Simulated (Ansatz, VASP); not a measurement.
**One calculation of C, two programs**

```xyz
2
Lattice="0.0000 2.1166 3.3566 1.2229 0.0000 3.3566 1.2229 2.1166 0.0000" Properties=species:S:1:pos:R:3 pbc="T T T"
C     1.2229    0.7057    3.3566
C     1.2229    3.5276    3.3566
```

Alike in both runs: functional LDA; k mesh 15 × 15 × 15; occupations gaussian, width 0.05 eV; no spin polarisation.

Ansatz relaxed the structure, and its values are those at the end. VASP's run is a single point on that final structure, the one shown.

|  | VASP | Ansatz |
| --- | --- | --- |
| version | VASP 6.6.1 | Ansatz 0.2.0 |
| potentials or method | VASP PAW LDA potentials, release 64 (C) | plane waves, PAW |
| plane-wave cutoff (eV) | 520 | 420 |
| valence electrons in the cell | 8 | 8 |

|  | VASP | Ansatz | Ansatz less VASP |
| --- | --- | --- | --- |
| pressure (GPa) | 0.8 | 0.0 | -0.81 |

LDA's correlation is that of Perdew and Zunger in VASP and of Perdew and Wang (1992) in Ansatz. Ansatz's warnings: stress scf threshold loose.
